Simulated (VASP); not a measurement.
Crystal: MgGe2N3.

```
CELL_PARAMETERS angstrom
5.00000 -2.90000 0.00000
5.00000 2.90000 0.00000
0.00000 0.00000 5.40000
ATOMIC_POSITIONS crystal
Mg 0.66670 0.33330 0.00000
Mg 0.33330 0.66670 0.50000
Ge 0.00000 0.33340 0.50000
Ge 0.00000 0.66660 0.00000
Ge 0.66660 0.00000 0.50000
Ge 0.33340 0.00000 0.00000
N 0.66670 0.33330 0.62500
N 0.00000 0.33340 0.12500
N 0.00000 0.66660 0.62500
N 0.33330 0.66670 0.12500
N 0.66660 0.00000 0.12500
N 0.33340 0.00000 0.62500
```

```yaml
Program: VASP 6.6.1
Task: relaxation of cell and atoms
Functional: PBE
Potentials_or_basis: VASP PAW PBE potentials, release 64 (Mg, Ge_d, N)
Cutoff: 600 eV
k_mesh: 3 × 3 × 3
Occupations: gaussian, width 0.2 eV
Spin: no spin polarisation
```

At the start: pressure -3.7 GPa; volume 13.05 Å³/atom.

Problem. How do energy, volume and symmetry change on relaxing?

Solution. Over 9 steps the energy falls by 70.3 meV/atom and the volume is 12.67 Å³/atom (-2.9 %); space group Cmc2_1 (No. 36, to 0.05 Å).

Step by step:
```csv
step,energy change (eV),largest force (eV/Å),pressure (GPa),volume (Å³)
1,0.0000,1.9781,-3.67,156.60
2,-0.6723,0.6491,1.66,149.91
3,-0.6765,0.5899,2.24,149.36
4,-0.8029,0.2120,-0.17,152.06
5,-0.8142,0.1856,-1.02,153.21
6,-0.8375,0.0904,0.03,151.91
7,-0.8387,0.1056,0.20,151.60
8,-0.8387,0.1109,0.41,151.52
9,-0.8431,0.0551,-0.21,152.08
```

Final structure:
```
CELL_PARAMETERS angstrom
4.83492 -2.83145 0.00000
4.83492 2.83145 0.00000
0.00000 0.00000 5.55450
ATOMIC_POSITIONS crystal
Mg 0.66654 0.33346 0.99679
Mg 0.33346 0.66654 0.49679
Ge 0.00026 0.33176 0.49964
Ge 0.99974 0.66824 0.99964
Ge 0.66824 0.99974 0.49964
Ge 0.33176 0.00026 0.99964
N 0.68796 0.31204 0.61293
N 0.02381 0.33274 0.13300
N 0.97619 0.66726 0.63300
N 0.31204 0.68796 0.11293
N 0.66726 0.97619 0.13300
N 0.33274 0.02381 0.63300
```

Caveat: the k points lie up to 0.43 Å⁻¹ apart in the final cell; the relaxation stopped at a loose force limit of 0.08 eV/Å, so its end isn't a converged minimum.
